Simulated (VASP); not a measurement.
# ZnS (I-4m2) in VASP: notebook, part 2 of 2

VASP 6.6.1.

## Step 3: Single point, r2SCAN (epitaxial xy strain +1.9%)

Input file POSCAR:

```
ZnS
1.0
    0.0000000000      2.7455527792      2.6323608914
    2.7455527792      0.0000000000      2.6323608914
    2.7455527792      2.7455527792      0.0000000000
Zn S
1 1
Direct
    0.2500000000      0.2500000000      0.2500000000
    0.0000000000      0.0000000000      0.0000000000
```

Input file INCAR.step1:

```
PREC = Accurate
ENCUT = 520
ISMEAR = 0
SIGMA = 0.01
LREAL = False
LASPH = True
NELM = 80
NBANDS = 16
GGA = PE
ALGO = Normal
EDIFF = 1E-4
LWAVE = True
LCHARG = False
```

Input file INCAR.step2:

```
PREC = Accurate
ENCUT = 520
EDIFF = 1E-6
ISMEAR = 0
SIGMA = 0.01
LREAL = False
LASPH = True
NELM = 80
ALGO = Normal
ISIF = 2
LWAVE = False
LCHARG = True
METAGGA = R2SCAN
LMIXTAU = True
LELF = True
LVHAR = True
NBANDS = 16
ISTART = 1
```

Input file KPOINTS:

```
regular mesh
0
Gamma
  8 8 8
```

Potentials or basis: VASP PAW PBE potentials, release 64 (Zn, S).

Launch:

```console
$ cat potpaw_PBE.64/Zn/POTCAR potpaw_PBE.64/S/POTCAR > POTCAR
$ cp INCAR.step1 INCAR
$ mpirun -np 1 vasp_std > vasp.out
$ cp INCAR.step2 INCAR
$ mpirun -np 1 vasp_std > vasp.out
```

OUTCAR:

```text
PREC = Accurate
   ENCUT = 520
   EDIFF = 1E-6
   ISMEAR = 0
   LREAL = False
   LASPH = True
   NELM = 80
   ISIF = 2
   METAGGA = R2SCAN
   ISTART = 1

 ion  position               nearest neighbor table
   1  0.250  0.250  0.250-   2 2.35   2 2.35   2 2.35   2 2.35
   2  0.000  0.000  0.000-   1 2.35   1 2.35   1 2.35   1 2.35

  LATTYP: Found a body centered tetragonal cell.
 ALAT       =     3.8827979766
 C/A-ratio  =     1.3559092733

  Lattice vectors:

 A1 = (   0.0000000000,  -2.7455527792,  -2.6323608914)
 A2 = (   0.0000000000,   2.7455527792,  -2.6323608914)
 A3 = (   2.7455527792,   0.0000000000,   2.6323608914)

Analysis of symmetry for initial positions (statically):
=====================================================================
 Subroutine PRICEL returns:
 Original cell was already a primitive cell.

 Routine SETGRP: Setting up the symmetry group for a
 body centered tetragonal supercell.

 Subroutine GETGRP returns: Found  8 space group operations
 (whereof  8 operations were pure point group operations)
 out of a pool of 16 trial point group operations.

The static configuration has the point symmetry D_2d.

Analysis of symmetry for dynamics (positions and initial velocities):
=====================================================================
 Subroutine PRICEL returns:
 Original cell was already a primitive cell.

 Routine SETGRP: Setting up the symmetry group for a
 body centered tetragonal supercell.

 Subroutine GETGRP returns: Found  8 space group operations
 (whereof  8 operations were pure point group operations)
 out of a pool of 16 trial point group operations.

The dynamic configuration has the point symmetry D_2d.

 Subroutine INISYM returns: Found  8 space group operations
 (whereof  8 operations are pure point group operations),
 and found     1 'primitive' translations

----------------------------------------------------------------------------------------

                                     Primitive cell

  volume of cell :      39.6858

  direct lattice vectors                    reciprocal lattice vectors
     0.000000000  2.745552779  2.632360891    -0.182112689  0.182112689  0.189943560
     2.745552779  0.000000000  2.632360891     0.182112689 -0.182112689  0.189943560
     2.745552779  2.745552779  0.000000000     0.182112689  0.182112689 -0.189943560

  length of vectors
     3.803601442  3.803601442  3.882797977     0.320013467  0.320013467  0.320013467

  position of ions in fractional coordinates (direct lattice)
     0.250000000  0.250000000  0.250000000
     0.000000000  0.000000000  0.000000000

  ion indices of the primitive-cell ions
   primitive index   ion index
                 1           1
                 2           2

----------------------------------------------------------------------------------------

 KPOINTS: regular mesh

Automatic generation of k-mesh.
 Grid dimensions read from file:
 generate k-points for:    8    8    8

 Generating k-lattice:

  Cartesian coordinates                     Fractional coordinates (reciprocal lattice)
    -0.022764086  0.022764086  0.023742945     0.125000000  0.000000000  0.000000000
     0.022764086 -0.022764086  0.023742945     0.000000000  0.125000000  0.000000000
     0.022764086  0.022764086 -0.023742945    -0.000000000 -0.000000000  0.125000000

  Length of vectors
     0.040001683  0.040001683  0.040001683

  Shift w.r.t. Gamma in fractional coordinates (k-lattice)
     0.000000000  0.000000000  0.000000000

 Subroutine IBZKPT returns following result:
 ===========================================

 Found     59 irreducible k-points:

 Following reciprocal coordinates:
            Coordinates               Weight
  0.000000  0.000000  0.000000      1.000000
  0.125000 -0.000000  0.000000      8.000000
  0.250000 -0.000000  0.000000      8.000000
  0.375000 -0.000000  0.000000      8.000000
  0.500000 -0.000000  0.000000      4.000000
  0.125000  0.125000  0.000000      2.000000
[... 16 lines left out ...]
  0.250000 -0.000000  0.125000     16.000000
  0.375000 -0.000000  0.125000     16.000000
 [... further k-points ...]
   k-points           NKPTS =     59   k-points in BZ     NKDIM =     59   number of bands    NBANDS=     16
   number of dos      NEDOS =    301   number of ions     NIONS =      2
   total plane-waves  NPLWV =  23520
   dimension x,y,z NGX =    28 NGY =   28 NGZ =   30
   dimension x,y,z NGXF=    56 NGYF=   56 NGZF=   60
   ions per type =               1   1
   NGX,Y,Z   is equivalent  to a cutoff of  12.24, 12.24, 12.84 a.u.
   NGXF,Y,Z  is equivalent  to a cutoff of  24.48, 24.48, 25.69 a.u.
 SYSTEM =  unknown system
   PREC   = accura    normal or accurate (medium, high low for compatibility)
   ISTART =      1    job   : 0-new  1-cont  2-samecut
   ICHARG =      0    charge: 1-file 2-atom 10-const
   ISPIN  =      1    spin polarized calculation?
   LNONCOLLINEAR =      F non collinear calculations
   LSORBIT =      F    spin-orbit coupling
   LASPH  =      T    aspherical Exc in radial PAW
   ENCUT  =  520.0 eV  38.22 Ry    6.18 a.u.   7.07  7.07  7.22*2*pi/ulx,y,z
   NELM   =     80;   NELMIN=  2; NELMDL=  0     # of ELM steps
   EDIFF  = 0.1E-05   stopping-criterion for ELM
   LREAL  =      F    real-space projection
   EDIFFG = 0.1E-04   stopping-criterion for IOM
   NSW    =      0    number of steps for IOM
   IBRION =     -1    ionic relax: 0-MD 1-quasi-New 2-CG
   NFREE  =      0    steps in history (QN), initial steepest desc. (CG)
   ISIF   =      2    stress and relaxation
   ISYM   =      2    0-nonsym 1-usesym 2-fastsym
   POTIM  = 0.5000    time-step for ionic-motion
   TEBEG  =    0.0;   TEEND  =   0.0 temperature during run
   PSTRESS=    0.0 pullay stress
   NELECT =      18.0000    total number of electrons
   NUPDOWN=      -1.0000    fix difference up-down
   EMIN   =  10.00;   EMAX   =-10.00  energy-range for DOS
   EFERMI =   0.00;   METHOD = LEGACY
   ISMEAR =     0;   SIGMA  =   0.01  broadening in eV -4-tet -1-fermi 0-gaus
   EFERMI_NEDOS =   21; number of points for ismear=-14 and -15
   IALGO  =     38    algorithm
   IMIX   =      4    mixing-type and parameters
     AMIX     =   0.40;   BMIX     =  1.00
     AMIX_MAG =   1.60;   BMIX_MAG =  1.00
  volume/ion in A,a.u.               =      19.84       133.91
  Fermi-wavevector in a.u.,A,eV,Ry     =   1.257826  2.376947 21.526144  1.582127
  Thomas-Fermi vector in A             =   2.391466
   LORBIT       =      0    0 simple, 1 ext, 2 COOP (PROOUT), +10 PAW based schemes
   METAGGA = R2SCAN    functional components
   LHFCALC =     F    Hartree Fock is set to
   AEXX    =    0.0000 exact exchange contribution
   IVDW    =     0    specifies the selected vdW correction
   LEPSILON=     F    determine dielectric tensor
   LRPA    =     F    only Hartree local field effects (RPA)
 non-spin polarized calculation
 Gauss-broadening in eV      SIGMA  =   0.01
  energy-cutoff  :      520.00
  volume of cell :       39.69
 maximum number of plane-waves:      1087
   NGX = 15   NGY = 15   NGZ = 15

 number of electron      18.0000014 magnetization

 Free energy of the ion-electron system (eV)
  ---------------------------------------------------
  ext. energy  EPLUGINS =         0.00000000
  ---------------------------------------------------
  free energy    TOTEN  =       -18.85871522 eV

  energy without entropy =      -18.85871522  energy(sigma->0) =      -18.85871522

 E-fermi :   1.9681     XC(G=0): -10.2554

 val. band max:        1.8658353219   @ k =   0.0000   0.0000   0.0000
 cond. band min:       4.4163357398   @ k =   0.0000   0.0000   0.0000
 fundamental gap:      2.5505004178
 Fermi energy:         1.9680936911

 k-point     1 :       0.0000    0.0000    0.0000
  band No.  band energies     occupation
      1     -11.8533      2.00000
      2      -4.7053      2.00000
      3      -4.7051      2.00000
      4      -4.6820      2.00000
      5      -4.1678      2.00000
      6      -4.1575      2.00000
[... 8 lines left out ...]
     15      14.1828      0.00000
     16      14.4710      0.00000
[... 419 lines left out ...]
 k-point    24 :       0.3750   -0.0000    0.1250
  band No.  band energies     occupation
      1     -11.1160      2.00000
      2      -4.6244      2.00000
      3      -4.5558      2.00000
      4      -4.4831      2.00000
      5      -4.1673      2.00000
      6      -4.1298      2.00000
[... 8 lines left out ...]
     15      14.9488      0.00000
     16      15.5725      0.00000

 [... further k-points ...]
[... 5 lines left out ...]
  --------------------------------------------------------------------------------------
  -------------------------------------------------------------------------------------
  Total       -0.4215977     -0.4215977      0.0021800      0.0000000      0.0000000      0.0000000
  in kB      -17.0205564    -17.0205564      0.0880085      0.0000000      0.0000000      0.0000000
  external PRESSURE =     -11.3177015 kB  Pullay stress =       0.0000000 kB

 VOLUME and BASIS-vectors are now :
 -----------------------------------------------------------------------------
  energy-cutoff  :      520.00
  volume of cell :       39.69
      direct lattice vectors                 reciprocal lattice vectors
     0.000000000  2.745552779  2.632360891    -0.182112689  0.182112689  0.189943560
     2.745552779  0.000000000  2.632360891     0.182112689 -0.182112689  0.189943560
     2.745552779  2.745552779  0.000000000     0.182112689  0.182112689 -0.189943560

 POSITION                                       TOTAL-FORCE (eV/Angst)
 -----------------------------------------------------------------------------------
      1.37278      1.37278      1.31618         0.000000      0.000000      0.000000
      0.00000      0.00000      0.00000        -0.000000     -0.000000     -0.000000
 -----------------------------------------------------------------------------------
    total drift:                               -0.000277     -0.000277      0.000196

  FREE ENERGIE OF THE ION-ELECTRON SYSTEM (eV)
  ---------------------------------------------------
  free  energy   TOTEN  =       -18.8587152200 eV

  energy  without entropy=      -18.8587152200  energy(sigma->0) =      -18.85871522
```

OUTCAR.step1:

```text
PREC = Accurate
   ENCUT = 520
   ISMEAR = 0
   LREAL = False
   LASPH = True
[... 678 lines left out ...]
      1.37278      1.37278      1.31618        -0.000000     -0.000000     -0.000000
      0.00000      0.00000      0.00000         0.000000      0.000000      0.000000
 -----------------------------------------------------------------------------------
    total drift:                               -0.000004     -0.000004     -0.000000

  FREE ENERGIE OF THE ION-ELECTRON SYSTEM (eV)
  ---------------------------------------------------
  free  energy   TOTEN  =        -6.8437698684 eV

  energy  without entropy=       -6.8437698684  energy(sigma->0) =       -6.84376987
```

It took 3.9 min on 1 thread of AMD EPYC 7R13, shared host; peak memory 0.16 GiB.

What came out:

```
Free energy            : -18.8587 eV
Pressure               : -1.1 GPa
Band gap on the k mesh : 2.55 eV, direct
```

Levels at points of the mesh, in eV from the valence-band top:
```
           k point  band 6  band 7  band 8  band 9  band 10  band 11  band 12  band 13
(0.00, 0.00, 0.00)   -6.02   -0.14   -0.14    0.00     2.55     6.83     6.83     6.83
(0.50, 0.00, 0.00)   -5.83   -5.43   -1.08   -0.85     3.69     7.13     7.53     9.31
(0.50, 0.50, 0.00)   -5.77   -4.51   -2.49   -2.49     3.51     4.11    11.95    12.63
(0.50, 0.00, 0.50)   -5.84   -4.76   -2.31   -2.22     3.73     4.54    11.44    12.48
```

Caveat: the cell differs from its parent crystal (epitaxial xy strain +1.9%); the PAW data sets were made with another functional, which shifts forces and pressure a little.
